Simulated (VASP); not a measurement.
# Na (I4/mmm) in VASP: further runs, part 2 of 2

VASP 6.6.1.

### Step 3. Single point, PBEsol

This run uses another cell than the first one, of 41.34 Å³/atom, 1.016 times its volume.

File INCAR:

```
PREC = Accurate
ENCUT = 520
EDIFF = 1E-6
ISMEAR = 0
SIGMA = 0.15
LREAL = False
LASPH = True
NELM = 80
ALGO = Normal
ISIF = 2
LWAVE = False
LCHARG = False
GGA = PS
NBANDS = 10
```

File KPOINTS:

```
regular mesh
0
Gamma
  16 16 16
```

File POSCAR:

```
Na
1.0
   -1.9567500000      1.9567500000      2.6991500000
    1.9567500000     -1.9567500000      2.6991500000
    1.9567500000      1.9567500000     -2.6991500000
Na
1
Direct
    0.0000000000      0.0000000000      0.0000000000
```

Potentials or basis: VASP PAW PBE potentials, release 64 (Na_pv).

Launch:

```
$ cat potpaw_PBE.64/Na_pv/POTCAR > POTCAR
$ mpirun -np 1 vasp_std > vasp.out
```

OUTCAR:

```text
PREC = Accurate
   ENCUT = 520
   EDIFF = 1E-6
   ISMEAR = 0
   LREAL = False
   LASPH = True
   NELM = 80
   ISIF = 2
   GGA = PS

 ion  position               nearest neighbor table
   1  0.000  0.000  0.000-

  LATTYP: Found a body centered tetragonal cell.
 ALAT       =     3.9135000000
 C/A-ratio  =     1.3794046250

  Lattice vectors:

 A1 = (  -1.9567500000,   1.9567500000,   2.6991500000)
 A2 = (   1.9567500000,  -1.9567500000,   2.6991500000)
 A3 = (   1.9567500000,   1.9567500000,  -2.6991500000)

Analysis of symmetry for initial positions (statically):
=====================================================================
 Subroutine PRICEL returns:
 Original cell was already a primitive cell.

 Routine SETGRP: Setting up the symmetry group for a
 body centered tetragonal supercell.

 Subroutine GETGRP returns: Found 16 space group operations
 (whereof 16 operations were pure point group operations)
 out of a pool of 16 trial point group operations.

The static configuration has the point symmetry D_4h.

Analysis of symmetry for dynamics (positions and initial velocities):
=====================================================================
 Subroutine PRICEL returns:
 Original cell was already a primitive cell.

 Routine SETGRP: Setting up the symmetry group for a
 body centered tetragonal supercell.

 Subroutine GETGRP returns: Found 16 space group operations
 (whereof 16 operations were pure point group operations)
 out of a pool of 16 trial point group operations.

The dynamic configuration has the point symmetry D_4h.

 Subroutine INISYM returns: Found 16 space group operations
 (whereof 16 operations are pure point group operations),
 and found     1 'primitive' translations

----------------------------------------------------------------------------------------

                                     Primitive cell

  volume of cell :      41.3388

[... 105 lines left out ...]
     AMIX     =   0.40;   BMIX     =  1.00
     AMIX_MAG =   1.60;   BMIX_MAG =  1.00
  volume/ion in A,a.u.               =      41.34       278.97
  Fermi-wavevector in a.u.,A,eV,Ry     =   0.905708  1.711540 11.160958  0.820307
  Thomas-Fermi vector in A             =   2.029308
   LORBIT       =      0    0 simple, 1 ext, 2 COOP (PROOUT), +10 PAW based schemes
   GGA     = PS    functional components
   LHFCALC =     F    Hartree Fock is set to
   AEXX    =    0.0000 exact exchange contribution
   IVDW    =     0    specifies the selected vdW correction
   LEPSILON=     F    determine dielectric tensor
   LRPA    =     F    only Hartree local field effects (RPA)
 non-spin polarized calculation
 Gauss-broadening in eV      SIGMA  =   0.15
  energy-cutoff  :      520.00
  volume of cell :       41.34
 maximum number of plane-waves:      1126
 NGX is ok and might be reduce to    30
   NGX = 15   NGY = 15   NGZ = 15

 number of electron       7.0000000 magnetization

 Free energy of the ion-electron system (eV)
  ---------------------------------------------------
  ext. energy  EPLUGINS =         0.00000000
  ---------------------------------------------------
  free energy    TOTEN  =        -1.38953809 eV

  energy without entropy =       -1.38430244  energy(sigma->0) =       -1.38692026

 E-fermi :   0.0227     XC(G=0):  -6.2211

 val. band max:        0.0194141818   @ k =  -0.1250  -0.4375   0.0625
 cond. band min:       0.0273631150   @ k =  -0.3125  -0.4375   0.3125
 fundamental gap:      0.0079489333
 Fermi energy:         0.0227278920

 k-point     1 :       0.0000    0.0000    0.0000
  band No.  band energies     occupation
      1     -24.8605      2.00000
      2     -24.8604      2.00000
      3     -24.8604      2.00000
      4      -3.0406      2.00000
      5      10.4414      0.00000
      6      10.4414      0.00000
      7      10.5226      0.00000
      8      11.4815      0.00000
      9      11.7400      0.00000
     10      11.7494      0.00000
[... 287 lines left out ...]
 k-point    24 :      -0.0625    0.0625    0.0000
  band No.  band energies     occupation
      1     -24.8613      2.00000
      2     -24.8609      2.00000
      3     -24.8607      2.00000
      4      -2.9615      2.00000
      5       9.7075      0.00000
      6       9.8822      0.00000
      7       9.9411      0.00000
      8      11.3569      0.00000
      9      12.3773      0.00000
     10      12.4425      0.00000

 [... further k-points ...]
[... 5 lines left out ...]
  --------------------------------------------------------------------------------------
  -------------------------------------------------------------------------------------
  Total       -0.2119996     -0.2119996     -0.2007233      0.0000000     -0.0000000      0.0000000
  in kB       -8.2165200     -8.2165200     -7.7794825      0.0000000     -0.0000000      0.0000000
  external PRESSURE =      -8.0708408 kB  Pullay stress =       0.0000000 kB

 VOLUME and BASIS-vectors are now :
 -----------------------------------------------------------------------------
  energy-cutoff  :      520.00
  volume of cell :       41.34
      direct lattice vectors                 reciprocal lattice vectors
    -1.956750000  1.956750000  2.699150000     0.000000000  0.255525744  0.185243503
     1.956750000 -1.956750000  2.699150000     0.255525744  0.000000000  0.185243503
     1.956750000  1.956750000 -2.699150000     0.255525744  0.255525744  0.000000000

 POSITION                                       TOTAL-FORCE (eV/Angst)
 -----------------------------------------------------------------------------------
      0.00000      0.00000      0.00000         0.000000      0.000000     -0.000000
 -----------------------------------------------------------------------------------
    total drift:                                0.000000     -0.000000      0.000000

  FREE ENERGIE OF THE ION-ELECTRON SYSTEM (eV)
  ---------------------------------------------------
  free  energy   TOTEN  =        -1.3895380873 eV

  energy  without entropy=       -1.3843024370  energy(sigma->0) =       -1.38692026
```

Wall time 1.9 min (1 thread of Oxide Virtual Turin-like, shared host); peak memory 0.21 GiB.

What came out:

```yaml
Free_energy: -1.3895 eV
Pressure: -0.8 GPa
```

Caveat: the PAW data sets were made with another functional, which shifts forces and pressure a little.

### Step 4. Single point, PBEsol

This run uses another cell than the first one, of 42.01 Å³/atom, 1.033 times its volume.

File INCAR:

```
SYSTEM = Na
  PREC = Accurate
  ENCUT = 520
  EDIFF = 1E-6
  ISMEAR = 0
  SIGMA = 0.15
  LREAL = .FALSE.
  LASPH = .TRUE.
  NELM = 100
  ALGO = Normal
  ISIF = 2
  LWAVE = .FALSE.
  LCHARG = .FALSE.
  GGA = PS
  NBANDS = 10
```

File KPOINTS:

```
regular mesh
0
G
  16 16 16
  0 0 0
```

File POSCAR:

```
Na
1.0
   -1.9567500000      1.9567500000      2.7427000000
    1.9567500000     -1.9567500000      2.7427000000
    1.9567500000      1.9567500000     -2.7427000000
Na
1
Direct
    0.0000000000      0.0000000000      0.0000000000
```

Launch:

```
$ cat potpaw_PBE.64/Na_pv/POTCAR > POTCAR
$ mpirun -np 1 vasp_std > vasp.out
```

Run time: 1.9 min. Hardware: 1 thread of Oxide Virtual Turin-like, shared host; peak memory 0.21 GiB.

It converged, with:

```
Free energy : -1.3862 eV
Pressure    : -0.9 GPa
```

Levels at points of the mesh, in eV from the Fermi level:
| k point | band 2 | band 3 | band 4 | band 5 | band 6 | band 7 |
| --- | --- | --- | --- | --- | --- | --- |
| (0.00, 0.00, 0.00) | -24.90 | -24.90 | -3.03 | 10.34 | 10.34 | 10.37 |
| (0.50, 0.00, 0.00) | -24.90 | -24.90 | 0.53 | 0.84 | 9.41 | 9.52 |
| (0.50, 0.50, 0.00) | -24.91 | -24.91 | 1.60 | 2.12 | 5.93 | 6.56 |
| (0.50, 0.50, 0.50) | -24.91 | -24.91 | 1.68 | 2.20 | 5.86 | 6.48 |

Caveat: the PAW data sets were made with another functional, which shifts forces and pressure a little.

### Step 5. The runs side by side

```tsv
cell	gap on the mesh (eV)	pressure (GPa)
a = 3.865 Å, angles 120.2, 120.2, 89.6°, 1 atom	none	-0.7
a = 3.866 Å, angles 119.2, 119.2, 91.4°, 1 atom	none	-0.8
a = 3.896 Å, angles 119.7, 119.7, 90.5°, 1 atom	none	-0.9
```

Alike in all rows: task single point; level PBEsol; potentials or basis VASP PAW PBE potentials, release 64 (Na_pv); no spin polarisation; k mesh 16 × 16 × 16; cutoff (eV) 520; smearing gaussian 0.15 eV.

Caveats: the PAW data sets were made with another functional, which shifts forces and pressure a little.

Absolute energies hang on the potentials; compare differences alone.
